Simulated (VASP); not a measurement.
# In (Fd-3m) in VASP: a series of runs, part 2 of 2

VASP 6.6.1. Earlier steps stand in the parts before.

### 3 Single point, PBEsol (18.40 Å³/atom)

This run uses another cell than the first one, of 18.40 Å³/atom.

Input file POSCAR:

```
In
1.0
    0.0000000000      2.6400361560      2.6400361560
    2.6400361560      0.0000000000      2.6400361560
    2.6400361560      2.6400361560      0.0000000000
In
2
Direct
   -0.1250000000     -0.1250000000     -0.1250000000
    0.1250000000      0.1250000000      0.1250000000
```

Input file INCAR.step1:

```
SYSTEM = In
PREC = Accurate ; ENCUT = 520
EDIFF = 1E-7 ; ISMEAR = -1
SIGMA = 0.08 ; LREAL = .False.
LASPH = .True. ; NELM = 80
ALGO = Normal ; ISIF = 2
LWAVE = .False. ; LCHARG = .True.
GGA = PS ; NBANDS = 20
```

Input file KPOINTS.step1:

```
regular mesh
0
Gamma
  10 10 10
  0 0 0
```

Input file INCAR.step2:

```
SYSTEM = In
PREC = Accurate ; ENCUT = 520
EDIFF = 1E-7 ; ISMEAR = -5
SIGMA = 0.08 ; LREAL = .False.
LASPH = .True. ; NELM = 80
ALGO = Normal ; ISIF = 2
LWAVE = .False. ; LCHARG = .False.
GGA = PS ; LORBIT = 11
NBANDS = 20 ; NEDOS = 2001
ICHARG = 11
```

Input file KPOINTS.step2:

```
regular mesh
0
Gamma
  15 15 15
  0 0 0
```

Potentials or basis: VASP PAW PBE potentials, release 64 (In_d).

Started as:

```
cat potpaw_PBE.64/In_d/POTCAR > POTCAR
cp INCAR.step1 INCAR
cp KPOINTS.step1 KPOINTS
mpirun -np 1 vasp_std > vasp.out
cp INCAR.step2 INCAR
cp KPOINTS.step2 KPOINTS
mpirun -np 1 vasp_std > vasp.out
```

OUTCAR:

```text
SYSTEM = In
   PREC = Accurate
   ENCUT = 520
   EDIFF = 1E-7
   ISMEAR = -5
   LREAL = .False.
   LASPH = .True.
   NELM = 80
   ISIF = 2
   GGA = PS
   LORBIT = 11
   ICHARG = 11

 ion  position               nearest neighbor table
   1  0.875  0.875  0.875-   2 2.29   2 2.29   2 2.29   2 2.29
   2  0.125  0.125  0.125-   1 2.29   1 2.29   1 2.29   1 2.29

  LATTYP: Found a face centered cubic cell.
 ALAT       =     5.2800723120

  Lattice vectors:

 A1 = (   0.0000000000,   2.6400361560,   2.6400361560)
 A2 = (   2.6400361560,   0.0000000000,   2.6400361560)
 A3 = (   2.6400361560,   2.6400361560,   0.0000000000)

Analysis of symmetry for initial positions (statically):
=====================================================================
 Subroutine PRICEL returns:
 Original cell was already a primitive cell.

 Routine SETGRP: Setting up the symmetry group for a
 face centered cubic supercell.

 Subroutine GETGRP returns: Found 48 space group operations
 (whereof 12 operations were pure point group operations)
 out of a pool of 48 trial point group operations.

The static configuration has the point symmetry D_3d.
 The point group associated with its full space group is O_h .

Analysis of symmetry for dynamics (positions and initial velocities):
=====================================================================
 Subroutine PRICEL returns:
 Original cell was already a primitive cell.

 Routine SETGRP: Setting up the symmetry group for a
 face centered cubic supercell.

 Subroutine GETGRP returns: Found 48 space group operations
 (whereof 12 operations were pure point group operations)
 out of a pool of 48 trial point group operations.

The dynamic configuration has the point symmetry D_3d.
 The point group associated with its full space group is O_h .

 Subroutine INISYM returns: Found 48 space group operations
 (whereof 12 operations are pure point group operations),
 and found     1 'primitive' translations

----------------------------------------------------------------------------------------

                                     Primitive cell

  volume of cell :      36.8010

  direct lattice vectors                    reciprocal lattice vectors
     0.000000000  2.640036156  2.640036156    -0.189391346  0.189391346  0.189391346
     2.640036156  0.000000000  2.640036156     0.189391346 -0.189391346  0.189391346
     2.640036156  2.640036156  0.000000000     0.189391346  0.189391346 -0.189391346

  length of vectors
     3.733574937  3.733574937  3.733574937     0.328035433  0.328035433  0.328035433

  position of ions in fractional coordinates (direct lattice)
     0.875000000  0.875000000  0.875000000
     0.125000000  0.125000000  0.125000000

  ion indices of the primitive-cell ions
   primitive index   ion index
                 1           1
                 2           2

----------------------------------------------------------------------------------------

 KPOINTS: regular mesh

Automatic generation of k-mesh.
 Grid dimensions read from file:
 generate k-points for:   15   15   15

 Generating k-lattice:

  Cartesian coordinates                     Fractional coordinates (reciprocal lattice)
    -0.012626090  0.012626090  0.012626090     0.066666667  0.000000000  0.000000000
     0.012626090 -0.012626090  0.012626090     0.000000000  0.066666667  0.000000000
     0.012626090  0.012626090 -0.012626090     0.000000000  0.000000000  0.066666667

  Length of vectors
     0.021869029  0.021869029  0.021869029

  Shift w.r.t. Gamma in fractional coordinates (k-lattice)
     0.000000000  0.000000000  0.000000000

 TETIRR: Found    484 inequivalent tetrahedra from    20250

 Subroutine IBZKPT returns following result:
 ===========================================

 Found    120 irreducible k-points:

 Following reciprocal coordinates:
            Coordinates               Weight
  0.000000  0.000000  0.000000      1.000000
  0.066667  0.000000  0.000000      8.000000
  0.133333  0.000000  0.000000      8.000000
  0.200000  0.000000  0.000000      8.000000
  0.266667  0.000000  0.000000      8.000000
  0.333333  0.000000  0.000000      8.000000
[... 16 lines left out ...]
  0.133333  0.133333  0.000000      6.000000
  0.200000  0.133333  0.000000     24.000000
 [... further k-points ...]
   k-points           NKPTS =    120   k-points in BZ     NKDIM =    120   number of bands    NBANDS=     20
   number of dos      NEDOS =   2001   number of ions     NIONS =      2
   total plane-waves  NPLWV =  21952
   dimension x,y,z NGX =    28 NGY =   28 NGZ =   28
   dimension x,y,z NGXF=    56 NGYF=   56 NGZF=   56
   ions per type =               2
   NGX,Y,Z   is equivalent  to a cutoff of  12.47, 12.47, 12.47 a.u.
   NGXF,Y,Z  is equivalent  to a cutoff of  24.94, 24.94, 24.94 a.u.
 SYSTEM =  In
   PREC   = accura    normal or accurate (medium, high low for compatibility)
   ISTART =      0    job   : 0-new  1-cont  2-samecut
   ICHARG =     11    charge: 1-file 2-atom 10-const
   ISPIN  =      1    spin polarized calculation?
   LNONCOLLINEAR =      F non collinear calculations
   LSORBIT =      F    spin-orbit coupling
   LASPH  =      T    aspherical Exc in radial PAW
   ENCUT  =  520.0 eV  38.22 Ry    6.18 a.u.   6.94  6.94  6.94*2*pi/ulx,y,z
   NELM   =     80;   NELMIN=  2; NELMDL=  0     # of ELM steps
   EDIFF  = 0.1E-06   stopping-criterion for ELM
   LREAL  =      F    real-space projection
   EDIFFG = 0.1E-05   stopping-criterion for IOM
   NSW    =      0    number of steps for IOM
   IBRION =     -1    ionic relax: 0-MD 1-quasi-New 2-CG
   NFREE  =      0    steps in history (QN), initial steepest desc. (CG)
   ISIF   =      2    stress and relaxation
   ISYM   =      2    0-nonsym 1-usesym 2-fastsym
   POTIM  = 0.5000    time-step for ionic-motion
   TEBEG  =    0.0;   TEEND  =   0.0 temperature during run
   PSTRESS=    0.0 pullay stress
   NELECT =      26.0000    total number of electrons
   NUPDOWN=      -1.0000    fix difference up-down
   EMIN   =  10.00;   EMAX   =-10.00  energy-range for DOS
   EFERMI =   0.00;   METHOD = LEGACY
   ISMEAR =    -5;   SIGMA  =   0.08  broadening in eV -4-tet -1-fermi 0-gaus
   EFERMI_NEDOS =   21; number of points for ismear=-14 and -15
   IALGO  =     38    algorithm
   IMIX   =      4    mixing-type and parameters
     AMIX     =   0.40;   BMIX     =  1.00
     AMIX_MAG =   1.60;   BMIX_MAG =  1.00
  volume/ion in A,a.u.               =      18.40       124.17
  Fermi-wavevector in a.u.,A,eV,Ry     =   1.458073  2.755359 28.925690  2.125978
  Thomas-Fermi vector in A             =   2.574801
   LORBIT       =     11    0 simple, 1 ext, 2 COOP (PROOUT), +10 PAW based schemes
   GGA     = PS    functional components
   LHFCALC =     F    Hartree Fock is set to
   AEXX    =    0.0000 exact exchange contribution
   IVDW    =     0    specifies the selected vdW correction
   LEPSILON=     F    determine dielectric tensor
   LRPA    =     F    only Hartree local field effects (RPA)
 non-spin polarized calculation
 Fermi weights with tetrahedron method with Bloechl corrections
  energy-cutoff  :      520.00
  volume of cell :       36.80
 maximum number of plane-waves:      1008

 number of electron      25.9999983 magnetization

 Free energy of the ion-electron system (eV)
  ---------------------------------------------------
  ext. energy  EPLUGINS =         0.00000000
  ---------------------------------------------------
  free energy    TOTEN  =         0.11644368 eV

  energy without entropy =        0.11644368  energy(sigma->0) =        0.11644368

 E-fermi :  11.7302     XC(G=0): -11.9447

 val. band max:       11.8296752763   @ k =   0.4000   0.2000   0.0000
 cond. band min:      11.6067607461   @ k =  -0.1333   0.2000   0.0667
 fundamental gap:     -0.2229145302
 Fermi energy:        11.7302100927

 k-point     1 :       0.0000    0.0000    0.0000
  band No.  band energies     occupation
      1      -5.1398      2.00000
      2      -5.1398      2.00000
      3      -5.1398      2.00000
      4      -5.0235      2.00000
      5      -5.0235      2.00000
      6      -3.2025      2.00000
[... 541 lines left out ...]
     19      22.6894      0.00000
     20      23.2660      0.00000

 [... further k-points ...]

------------------------ aborting loop because EDIFF is reached ----------------------------------------

  FORCE on cell =-STRESS in cart. coord.  units (eV):
  Direction    XX          YY          ZZ          XY          YZ          ZX
  --------------------------------------------------------------------------------------
  -------------------------------------------------------------------------------------
  Total       21.7723649     21.7723649     21.7723649      0.0000000      0.0000000      0.0000000
  in kB      947.8870013    947.8870013    947.8870013      0.0000000      0.0000000      0.0000000
  external PRESSURE =     947.8870013 kB  Pullay stress =       0.0000000 kB

 VOLUME and BASIS-vectors are now :
 -----------------------------------------------------------------------------
  energy-cutoff  :      520.00
  volume of cell :       36.80
      direct lattice vectors                 reciprocal lattice vectors
     0.000000000  2.640036156  2.640036156    -0.189391346  0.189391346  0.189391346
     2.640036156  0.000000000  2.640036156     0.189391346 -0.189391346  0.189391346
     2.640036156  2.640036156  0.000000000     0.189391346  0.189391346 -0.189391346

 POSITION                                       TOTAL-FORCE (eV/Angst)
 -----------------------------------------------------------------------------------
      4.62006      4.62006      4.62006         0.000000     -0.000000      0.000000
      0.66001      0.66001      0.66001        -0.000000      0.000000     -0.000000
 -----------------------------------------------------------------------------------
    total drift:                                0.000000     -0.000000     -0.000000

  FREE ENERGIE OF THE ION-ELECTRON SYSTEM (eV)
  ---------------------------------------------------
  free  energy   TOTEN  =         0.1164436782 eV

  energy  without entropy=        0.1164436782  energy(sigma->0) =        0.11644368

 total charge

# of ion       s       p       d       tot
------------------------------------------
    1        1.076   1.292   9.951  12.319
    2        1.076   1.292   9.951  12.319
--------------------------------------------------
tot          2.152   2.584  19.901  24.637
```

It took 2.7 min on 1 thread of AMD EPYC 7R13, shared host; peak memory 0.17 GiB.

Results:

```
Valence electrons inside the program's atomic spheres : In 12.32
```

Caveat: the PAW data sets were made with another functional, which shifts forces and pressure a little; spin-orbit coupling is left out, which moves the levels of the heavy elements; tetrahedron occupations give inexact forces and stress in metals.
